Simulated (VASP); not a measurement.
A run of VASP 6.6.1 is set up as follows.

The input INCAR:

```
SYSTEM = MgO2
ALGO = Normal
EDIFF = 1E-6
ENCUT = 520
GGA = PS
ISIF = 2
ISMEAR = 0
LASPH = .TRUE.
LCHARG = .TRUE.
LELF = .TRUE.
LREAL = .FALSE.
LVHAR = .TRUE.
LWAVE = .FALSE.
NBANDS = 14
NELM = 60
PREC = Accurate
SIGMA = 0.05
```

The input KPOINTS:

```
k-points
0
G
  12 12 12
  0 0 0
```

File POSCAR:

```
MgO2
1.0
    1.5521470004      0.8961324885      3.4573706250
   -1.5521470004      0.8961324885      3.4573706250
    0.0000000000     -1.7922649770      3.4573706250
Mg O
1 2
Direct
    0.0000000000      0.0000000000      0.0000000000
    0.4291433728      0.4291433728      0.4291433728
    0.5708566272      0.5708566272      0.5708566272
```

Potentials or basis: VASP PAW PBE potentials, release 64 (Mg, O).

Launch:

```sh
$ cat potpaw_PBE.64/Mg/POTCAR potpaw_PBE.64/O/POTCAR > POTCAR
$ mpirun -np 1 vasp_std > vasp.out
```

(1) Predict the band gap on the k mesh.

(2) Estimate the pressure.

Answers

(1) 2.39 eV, direct.

(2) 4.8 GPa.

Caveat: the cell differs from its parent crystal (strain -0.0200 x Voigt [1, 1, 0, 0, 0, 0]); the PAW data sets were made with another functional, which shifts forces and pressure a little.
